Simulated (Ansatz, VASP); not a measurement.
## One calculation of Si2As, two programs

The input INCAR:

```
SYSTEM = Si2As
  ALGO = Normal
  EDIFF = 1E-7
  EDIFFG = -0.01
  ENCUT = 600
  GGA = PE
  IBRION = 2
  ISIF = 3
  ISMEAR = 0
  LASPH = .True.
  LCHARG = .False.
  LREAL = .False.
  LWAVE = .False.
  NELM = 100
  NSW = 100
  PREC = Accurate
  SIGMA = 0.1
```

File KPOINTS:

```
k-points
0
Gamma
  10 6 6
  0 0 0
```

Contents of POSCAR:

```
Si2As
1.0
    3.7181717586      0.0000000000      0.0000000000
    0.0000000000      7.0342842887      0.0000000000
    0.0000000000      0.0000000000      5.8554668422
Si As
4 2
Direct
    0.0000000000      0.8331608763      0.4412926391
    0.0000000000      0.1668391237      0.4412926391
    0.5000000000      0.3331608763      0.5587073609
    0.5000000000      0.6668391237      0.5587073609
    0.0000000000      0.0000000000      1.0875277655
    0.5000000000      0.5000000000     -0.0875277655
```

Input for Ansatz:

```yaml
crystal:
  lattice:
    - [3.7181717586, 0.0, 0.0]
    - [0.0, 7.0342842887, 0.0]
    - [0.0, 0.0, 5.8554668422]
  atoms:
    - { symbol: Si, position: [0.0, 0.8331608763, 0.4412926391] }
    - { symbol: Si, position: [0.0, 0.1668391237, 0.4412926391] }
    - { symbol: Si, position: [0.5, 0.3331608763, 0.5587073609] }
    - { symbol: Si, position: [0.5, 0.6668391237, 0.5587073609] }
    - { symbol: As, position: [0.0, 0.0, 1.0875277655] }
    - { symbol: As, position: [0.5, 0.5, -0.0875277655] }
basis:
  ecutwfc: 420
kpoints:
  mp_grid: { grid: [10, 6, 6] }
hamiltonian:
  xc: pbe
scf:
  occupations: { method: gaussian, width: 0.1 }
output:
  forces: true
  stress: true
  eigenvalues: true
relax:
  adjacent_minimum: "off"
  f_tol: 0.01
  max_steps: 80
  cell: { stress_tol: 0.05 }
```

Alike in both runs: task relaxation of cell and atoms; functional PBE; k mesh 10 × 6 × 6; occupations gaussian, width 0.1 eV; no spin polarisation.

|  | VASP | Ansatz |
| --- | --- | --- |
| version | VASP 6.6.1 | Ansatz 0.2.0 |
| potentials or method | VASP PAW PBE potentials, release 64 (Si, As), cutoff 600 eV | scalar-relativistic, plane waves, PAW |
| valence electrons in the cell | 26 | 46 |

|  | VASP | Ansatz | Ansatz less VASP |
| --- | --- | --- | --- |
| gap on the k mesh at the Fermi level, each at its own relaxed structure (eV) | none | none | - |
| relaxed volume (Å³/atom) | 25.53 | 25.52 | -0.006 |
| relaxed length of the cell vector where the two differ most in proportion (Å) | 5.863 | 5.855 | -0.0077 |

A gap of «none» marks a metal or a gap that the smearing closes. VASP's potentials hold 26 valence electrons a cell and Ansatz's 46, so a difference there can come from the potentials and not from the codes.
